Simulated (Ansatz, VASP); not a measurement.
Two plane-wave programs on RbBr

```
CELL_PARAMETERS angstrom
0.00000 3.42700 3.42700
3.42700 0.00000 3.42700
3.42700 3.42700 0.00000
ATOMIC_POSITIONS crystal
Rb 0.00000 0.00000 0.00000
Br 0.50000 0.50000 0.50000
```

Alike in both runs: task relaxation of cell and atoms; functional PBEsol; k mesh 6 × 6 × 6; no spin polarisation.

|  | VASP | Ansatz |
| --- | --- | --- |
| version | VASP 6.6.1 | Ansatz 0.2.0 |
| potentials or method | VASP PAW PBE potentials, release 64 (Rb_sv, Br) | PAW with Ansatz's default frozen-core files, scalar-relativistic |
| plane-wave cutoff (eV) | 600 | 420 |
| occupations | gaussian, width 0.01 eV | fixed |
| valence electrons in the cell | 16 | 16 |

Ansatz gave:

| Property | Result |
| --- | --- |
| gap on the k mesh at the Fermi level, each at its own relaxed structure (eV) | 4.22 |
| relaxed volume (Å³/atom) | 40.17 |
| relaxed cell length with the largest relative difference (Å) | 4.844 |

Task: Estimate VASP's values.

Result: gap on the k mesh at the Fermi level, each at its own relaxed structure (eV): 4.21; relaxed volume (Å³/atom): 40.19; relaxed cell length with the largest relative difference (Å): 4.844.

VASP's potentials were made for PBE, not for PBEsol.
